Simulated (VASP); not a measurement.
Here is a VASP 6.6.1 calculation.

File INCAR:

```
PREC     = Accurate       # precision mode
ENCUT    = 520            # plane-wave cutoff, eV
EDIFF    = 1E-6           # SCF threshold, eV
ISMEAR   = -1             # smearing method
SIGMA    = 0.02           # smearing width, eV
LREAL    = F              # projectors in reciprocal space
LASPH    = T              # aspherical terms in the spheres
NELM     = 100            # most SCF steps
ALGO     = Normal         # electronic algorithm
ISIF     = 2              # what is computed and relaxed
LWAVE    = F              # write WAVECAR
LCHARG   = F              # write CHGCAR
GGA      = PE             # functional
NBANDS   = 11             # bands
```

KPOINTS

```
regular mesh
0
Gamma
  10 10 10
```

Contents of POSCAR:

```
AlN
1.0
    0.0000000000      2.2757672799      2.0787988040
    2.2757672799      0.0000000000      2.0787988040
    2.2757672799      2.2757672799      0.0000000000
Al N
1 1
Direct
    0.0000000000      0.0000000000      0.0000000000
    0.2500000000      0.2500000000      0.2500000000
```

Potentials or basis: VASP PAW PBE potentials, release 64 (Al, N).

The run is started by

```sh
$ cat potpaw_PBE.64/Al/POTCAR potpaw_PBE.64/N/POTCAR > POTCAR
$ mpirun -np 1 vasp_std > vasp.out
```

(1) Estimate the pressure.

(2) Predict the band gap on the k mesh.

Results:

(1) -2.6 GPa.

(2) 2.89 eV, indirect (least direct gap 3.66 eV).

Caveat: the cell differs from its parent crystal (epitaxial xy strain +4.2%).
